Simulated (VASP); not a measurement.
# LiH (Fm-3m) in VASP: notebook

Aim: see how the results for LiH move with the level of theory and the settings. Levels: revPBE, PBE. Tasks: single point.

Program: VASP 6.6.1. These are calculated values, not measurements. Logs are shortened: lines on timing, memory, paths and dates and some standing lists are left out, and cuts for length are marked.

### Step 1. The cell of the first run

Symmetry: Fm-3m, No. 225, cubic system. Conventional cell: a = 4.017 Å, b = 4.017 Å, c = 4.017 Å, α = 90.00°, β = 90.00°, γ = 90.00°. Within 2.7 Å of Li (site symmetry m-3m) lie 6 H at 2.01 Å. H (site symmetry m-3m) has 6 Li at 2.01 Å within 2.7 Å.

### Step 2. Single point, revPBE

INCAR reads:

```
SYSTEM = LiH
PREC = Accurate ; ENCUT = 520
EDIFF = 1E-7 ; ISMEAR = -1
SIGMA = 0.2585199978643553 ; LREAL = .FALSE.
LASPH = .TRUE. ; NELM = 100
ALGO = Normal ; ISIF = 2
LWAVE = .FALSE. ; LCHARG = .TRUE.
GGA = RE ; LELF = .TRUE.
LVHAR = .TRUE. ; NBANDS = 9
```

KPOINTS reads:

```
Automatic mesh
0
G
  6 6 6
  0 0 0
```

POSCAR reads:

```
LiH
1.0
    0.0000000000      2.0086193919      2.0086193919
    2.0086193919      0.0000000000      2.0086193919
    2.0086193919      2.0086193919      0.0000000000
Li H
1 1
Direct
    0.0000000000      0.0000000000      0.0000000000
    0.5000000000      0.5000000000      0.5000000000
```

Potentials or basis: VASP PAW PBE potentials, release 64 (Li_sv, H).

Command:

```
$ cat potpaw_PBE.64/Li_sv/POTCAR potpaw_PBE.64/H/POTCAR > POTCAR
$ mpirun -np 1 vasp_std > vasp.out
```

OUTCAR:

```text
SYSTEM = LiH
   PREC = Accurate
   ENCUT = 520
   EDIFF = 1E-7
   ISMEAR = -1
   LREAL = .FALSE.
   LASPH = .TRUE.
   NELM = 100
   ISIF = 2
   GGA = RE

 ion  position               nearest neighbor table
   1  0.000  0.000  0.000-
   2  0.500  0.500  0.500-

  LATTYP: Found a face centered cubic cell.
 ALAT       =     4.0172387838

  Lattice vectors:

 A1 = (   0.0000000000,   2.0086193919,   2.0086193919)
 A2 = (   2.0086193919,   0.0000000000,   2.0086193919)
 A3 = (   2.0086193919,   2.0086193919,   0.0000000000)

Analysis of symmetry for initial positions (statically):
=====================================================================
 Subroutine PRICEL returns:
 Original cell was already a primitive cell.

 Routine SETGRP: Setting up the symmetry group for a
 face centered cubic supercell.

 Subroutine GETGRP returns: Found 48 space group operations
 (whereof 48 operations were pure point group operations)
 out of a pool of 48 trial point group operations.

The static configuration has the point symmetry O_h .

Analysis of symmetry for dynamics (positions and initial velocities):
=====================================================================
 Subroutine PRICEL returns:
 Original cell was already a primitive cell.

 Routine SETGRP: Setting up the symmetry group for a
 face centered cubic supercell.

 Subroutine GETGRP returns: Found 48 space group operations
 (whereof 48 operations were pure point group operations)
 out of a pool of 48 trial point group operations.

The dynamic configuration has the point symmetry O_h .

 Subroutine INISYM returns: Found 48 space group operations
 (whereof 48 operations are pure point group operations),
 and found     1 'primitive' translations

----------------------------------------------------------------------------------------

                                     Primitive cell

  volume of cell :      16.2078

  direct lattice vectors                    reciprocal lattice vectors
     0.000000000  2.008619392  2.008619392    -0.248927199  0.248927199  0.248927199
     2.008619392  0.000000000  2.008619392     0.248927199 -0.248927199  0.248927199
     2.008619392  2.008619392  0.000000000     0.248927199  0.248927199 -0.248927199

  length of vectors
     2.840616786  2.840616786  2.840616786     0.431154557  0.431154557  0.431154557

  position of ions in fractional coordinates (direct lattice)
     0.000000000  0.000000000  0.000000000
     0.500000000  0.500000000  0.500000000

  ion indices of the primitive-cell ions
   primitive index   ion index
                 1           1
                 2           2

----------------------------------------------------------------------------------------

 KPOINTS: Automatic mesh

Automatic generation of k-mesh.
 Grid dimensions read from file:
 generate k-points for:    6    6    6

 Generating k-lattice:

  Cartesian coordinates                     Fractional coordinates (reciprocal lattice)
    -0.041487867  0.041487867  0.041487867     0.166666667  0.000000000  0.000000000
     0.041487867 -0.041487867  0.041487867     0.000000000  0.166666667  0.000000000
     0.041487867  0.041487867 -0.041487867     0.000000000  0.000000000  0.166666667

  Length of vectors
     0.071859093  0.071859093  0.071859093

  Shift w.r.t. Gamma in fractional coordinates (k-lattice)
     0.000000000  0.000000000  0.000000000

 Subroutine IBZKPT returns following result:
 ===========================================

 Found     16 irreducible k-points:

 Following reciprocal coordinates:
            Coordinates               Weight
  0.000000  0.000000  0.000000      1.000000
  0.166667  0.000000  0.000000      8.000000
  0.333333  0.000000  0.000000      8.000000
  0.500000  0.000000  0.000000      4.000000
  0.166667  0.166667  0.000000      6.000000
  0.333333  0.166667  0.000000     24.000000
  0.500000  0.166667  0.000000     24.000000
 -0.333333  0.166667  0.000000     24.000000
 -0.166667  0.166667  0.000000     12.000000
  0.333333  0.333333  0.000000      6.000000
  0.500000  0.333333  0.000000     24.000000
 -0.333333  0.333333  0.000000     12.000000
  0.500000  0.500000  0.000000      3.000000
  0.500000  0.333333  0.166667     24.000000
 -0.333333  0.333333  0.166667     24.000000
 -0.333333  0.500000  0.166667     12.000000
   k-points           NKPTS =     16   k-points in BZ     NKDIM =     16   number of bands    NBANDS=      9
   number of dos      NEDOS =    301   number of ions     NIONS =      2
   total plane-waves  NPLWV =  13824
   dimension x,y,z NGX =    24 NGY =   24 NGZ =   24
   dimension x,y,z NGXF=    48 NGYF=   48 NGZF=   48
   ions per type =               1   1
   NGX,Y,Z   is equivalent  to a cutoff of  14.05, 14.05, 14.05 a.u.
   NGXF,Y,Z  is equivalent  to a cutoff of  28.09, 28.09, 28.09 a.u.
 SYSTEM =  LiH
   PREC   = accura    normal or accurate (medium, high low for compatibility)
   ISTART =      0    job   : 0-new  1-cont  2-samecut
   ICHARG =      2    charge: 1-file 2-atom 10-const
   ISPIN  =      1    spin polarized calculation?
   LNONCOLLINEAR =      F non collinear calculations
   LSORBIT =      F    spin-orbit coupling
   LASPH  =      T    aspherical Exc in radial PAW
   ENCUT  =  520.0 eV  38.22 Ry    6.18 a.u.   5.28  5.28  5.28*2*pi/ulx,y,z
   NELM   =    100;   NELMIN=  2; NELMDL= -5     # of ELM steps
   EDIFF  = 0.1E-06   stopping-criterion for ELM
   LREAL  =      F    real-space projection
   EDIFFG = 0.1E-05   stopping-criterion for IOM
   NSW    =      0    number of steps for IOM
   IBRION =     -1    ionic relax: 0-MD 1-quasi-New 2-CG
   NFREE  =      0    steps in history (QN), initial steepest desc. (CG)
   ISIF   =      2    stress and relaxation
   ISYM   =      2    0-nonsym 1-usesym 2-fastsym
   POTIM  = 0.5000    time-step for ionic-motion
   TEBEG  =    0.0;   TEEND  =   0.0 temperature during run
   PSTRESS=    0.0 pullay stress
   NELECT =       4.0000    total number of electrons
   NUPDOWN=      -1.0000    fix difference up-down
   EMIN   =  10.00;   EMAX   =-10.00  energy-range for DOS
   EFERMI =   0.00;   METHOD = LEGACY
   ISMEAR =    -1;   SIGMA  =   0.26  broadening in eV -4-tet -1-fermi 0-gaus
   EFERMI_NEDOS =   21; number of points for ismear=-14 and -15
   IALGO  =     38    algorithm
   IMIX   =      4    mixing-type and parameters
     AMIX     =   0.40;   BMIX     =  1.00
     AMIX_MAG =   1.60;   BMIX_MAG =  1.00
  volume/ion in A,a.u.               =       8.10        54.69
  Fermi-wavevector in a.u.,A,eV,Ry     =   1.026882  1.940525 14.347160  1.054486
  Thomas-Fermi vector in A             =   2.160798
   LORBIT       =      0    0 simple, 1 ext, 2 COOP (PROOUT), +10 PAW based schemes
   GGA     = RE    functional components
   LHFCALC =     F    Hartree Fock is set to
   AEXX    =    0.0000 exact exchange contribution
   IVDW    =     0    specifies the selected vdW correction
   LEPSILON=     F    determine dielectric tensor
   LRPA    =     F    only Hartree local field effects (RPA)
 non-spin polarized calculation
  energy-cutoff  :      520.00
  volume of cell :       16.21
 maximum number of plane-waves:       447
 NGX is ok and might be reduce to    24
   NGX = 11   NGY = 11   NGZ = 11

 number of electron       3.9999995 magnetization

 Free energy of the ion-electron system (eV)
  ---------------------------------------------------
  ext. energy  EPLUGINS =         0.00000000
  ---------------------------------------------------
  free energy    TOTEN  =        -6.00587271 eV

  energy without entropy =       -6.00536655  energy(sigma->0) =       -6.00561963

 E-fermi :   1.8122     XC(G=0):  -8.3328

 val. band max:        0.1013617298   @ k =   0.5000   0.5000   0.0000
 cond. band min:       3.2250995719   @ k =   0.5000   0.5000   0.0000
 fundamental gap:      3.1237378421
 Fermi energy:         1.8121981874

 k-point     1 :       0.0000    0.0000    0.0000
  band No.  band energies     occupation
      1     -44.3239      2.00000
      2      -5.2635      2.00000
      3      16.1590      0.00000
      4      18.1942      0.00000
      5      18.1942      0.00000
      6      18.1942      0.00000
      7      22.7486      0.00000
      8      22.7486      0.00000
      9      22.7486      0.00000

 k-point     2 :       0.1667    0.0000    0.0000
  band No.  band energies     occupation
      1     -44.3132      2.00000
      2      -4.7773      2.00000
      3      12.6546      0.00000
      4      16.1791      0.00000
      5      17.3545      0.00000
      6      17.3545      0.00000
      7      22.6890      0.00000
      8      24.0438      0.00000
      9      24.0438      0.00000

 k-point     3 :       0.3333    0.0000    0.0000
  band No.  band energies     occupation
      1     -44.2912      2.00000
      2      -3.4727      2.00000
      3       7.5059      0.00000
      4      14.4424      0.00000
      5      16.7400      0.00000
      6      16.7400      0.00000
      7      20.7309      0.00000
      8      20.7309      0.00000
      9      25.2398      0.00000

 k-point     4 :       0.5000    0.0000    0.0000
  band No.  band energies     occupation
      1     -44.2803      2.00000
      2      -2.4616      2.00000
      3       5.1152      0.00001
      4      13.7990      0.00000
      5      16.8316      0.00000
      6      16.8316      0.00000
      7      19.1838      0.00000
      8      19.1838      0.00000
      9      27.4852      0.00000

 k-point     5 :       0.1667    0.1667    0.0000
  band No.  band energies     occupation
      1     -44.3097      2.00000
      2      -4.5947      2.00000
      3      13.2858      0.00000
      4      14.9576      0.00000
      5      14.9576      0.00000
      6      18.2533      0.00000
      7      18.8662      0.00000
      8      24.7447      0.00000
      9      27.5729      0.00000

 k-point     6 :       0.3333    0.1667    0.0000
  band No.  band energies     occupation
      1     -44.2916      2.00000
      2      -3.4763      2.00000
      3       9.0339      0.00000
      4      12.3280      0.00000
      5      13.7829      0.00000
      6      17.5125      0.00000
      7      20.3765      0.00000
      8      24.5563      0.00000
      9      26.1782      0.00000

 k-point     7 :       0.5000    0.1667    0.0000
  band No.  band energies     occupation
      1     -44.2771      2.00000
      2      -2.0609      2.00000
      3       5.5025      0.00000
      4      10.6977      0.00000
      5      14.0490      0.00000
      6      16.3307      0.00000
      7      23.4266      0.00000
      8      23.5382      0.00000
      9      26.2017      0.00000

 k-point     8 :      -0.3333    0.1667    0.0000
  band No.  band energies     occupation
      1     -44.2805      2.00000
      2      -2.4979      2.00000
      3       6.4540      0.00000
      4      10.3155      0.00000
      5      15.7488      0.00000
      6      15.9643      0.00000
      7      22.0020      0.00000
      8      25.0996      0.00000
      9      26.4419      0.00000

 k-point     9 :      -0.1667    0.1667    0.0000
  band No.  band energies     occupation
      1     -44.2987      2.00000
      2      -3.9775      2.00000
      3      10.9147      0.00000
      4      11.2573      0.00000
      5      16.5191      0.00000
      6      18.3954      0.00000
      7      21.5398      0.00000
      8      23.2510      0.00000
      9      24.8170      0.00000

 k-point    10 :       0.3333    0.3333    0.0000
  band No.  band energies     occupation
      1     -44.2811      2.00000
      2      -2.5093      2.00000
      3       7.5088      0.00000
      4      12.0624      0.00000
      5      12.0624      0.00000
      6      15.1660      0.00000
      7      17.5837      0.00000
      8      30.0257      0.00000
      9      32.0071      0.00000

 k-point    11 :       0.5000    0.3333    0.0000
  band No.  band energies     occupation
      1     -44.2704      2.00000
      2      -0.9467      1.99995
      3       4.9304      0.00001
      4       9.0585      0.00000
      5      11.8227      0.00000
      6      16.5508      0.00000
      7      18.8961      0.00000
      8      29.8546      0.00000
      9      31.2629      0.00000

 k-point    12 :      -0.3333    0.3333    0.0000
  band No.  band energies     occupation
      1     -44.2702      2.00000
      2      -0.9502      1.99995
      3       5.2577      0.00000
      4       7.4572      0.00000
      5      13.0800      0.00000
      6      16.2195      0.00000
      7      24.2652      0.00000
      8      26.7787      0.00000
      9      29.2470      0.00000

 k-point    13 :       0.5000    0.5000    0.0000
  band No.  band energies     occupation
      1     -44.2671      2.00000
      2       0.1014      1.99733
      3       3.2251      0.00843
      4      11.0698      0.00000
      5      11.0698      0.00000
      6      14.1341      0.00000
      7      17.4693      0.00000
      8      35.0018      0.00000
      9      35.0018      0.00000

 k-point    14 :       0.5000    0.3333    0.1667
  band No.  band energies     occupation
      1     -44.2772      2.00000
      2      -2.0960      2.00000
      3       7.3474      0.00000
      4       8.2666      0.00000
      5      13.1137      0.00000
      6      17.5517      0.00000
      7      20.9861      0.00000
      8      25.3131      0.00000
      9      29.3001      0.00000

 k-point    15 :      -0.3333    0.3333    0.1667
  band No.  band energies     occupation
      1     -44.2701      2.00000
      2      -0.9567      1.99996
      3       5.4023      0.00000
      4       7.2856      0.00000
      5      12.6890      0.00000
      6      17.2132      0.00000
      7      23.9942      0.00000
      8      25.8110      0.00000
      9      27.7654      0.00000

 k-point    16 :      -0.3333    0.5000    0.1667
  band No.  band energies     occupation
      1     -44.2669      2.00000
      2      -0.0639      1.99859
      3       4.2418      0.00017
      4       7.2546      0.00000
      5      11.7578      0.00000
      6      17.7791      0.00000
      7      19.9901      0.00000
      8      29.0589      0.00000
      9      29.2589      0.00000

------------------------ aborting loop because EDIFF is reached ----------------------------------------

  FORCE on cell =-STRESS in cart. coord.  units (eV):
  Direction    XX          YY          ZZ          XY          YZ          ZX
  --------------------------------------------------------------------------------------
  -------------------------------------------------------------------------------------
  Total        0.0989250      0.0989250      0.0989250     -0.0000000      0.0000000      0.0000000
  in kB        9.7789804      9.7789804      9.7789804     -0.0000000      0.0000000      0.0000000
  external PRESSURE =       9.7789804 kB  Pullay stress =       0.0000000 kB

 VOLUME and BASIS-vectors are now :
 -----------------------------------------------------------------------------
  energy-cutoff  :      520.00
  volume of cell :       16.21
      direct lattice vectors                 reciprocal lattice vectors
     0.000000000  2.008619392  2.008619392    -0.248927199  0.248927199  0.248927199
     2.008619392  0.000000000  2.008619392     0.248927199 -0.248927199  0.248927199
     2.008619392  2.008619392  0.000000000     0.248927199  0.248927199 -0.248927199

 POSITION                                       TOTAL-FORCE (eV/Angst)
 -----------------------------------------------------------------------------------
      0.00000      0.00000      0.00000         0.000000      0.000000      0.000000
      2.00862      2.00862      2.00862         0.000000      0.000000     -0.000000
 -----------------------------------------------------------------------------------
    total drift:                                0.000000     -0.000000     -0.000000

  FREE ENERGIE OF THE ION-ELECTRON SYSTEM (eV)
  ---------------------------------------------------
  free  energy   TOTEN  =        -6.0058727091 eV

  energy  without entropy=       -6.0053665478  energy(sigma->0) =       -6.00561963
```

It took 5.5 s on 1 thread of Intel Xeon Platinum 8375C at 2.90GHz (Ice Lake), shared host; peak memory 0.13 GiB.

What came out:

```
Free energy            : -6.0059 eV
Band gap on the k mesh : 3.12 eV, direct
```

Levels at points of the mesh, in eV from the valence-band top:
| k point | band 1 | band 2 | band 3 | band 4 | band 5 | band 6 |
| --- | --- | --- | --- | --- | --- | --- |
| (0.00, 0.00, 0.00) | -44.43 | -5.36 | 16.06 | 18.09 | 18.09 | 18.09 |
| (0.50, 0.00, 0.00) | -44.38 | -2.56 | 5.01 | 13.70 | 16.73 | 16.73 |
| (0.50, 0.50, 0.00) | -44.37 | 0.00 | 3.12 | 10.97 | 10.97 | 14.03 |

Caveat: the k points lie up to 0.45 Å⁻¹ apart; the cutoff is under 1.25 times the usual one of these potentials, so pressure, stress and relaxed cells hold a basis-set (Pulay) error; the PAW data sets were made with another functional, which shifts forces and pressure a little.

(Continued in part 2 of 2.)
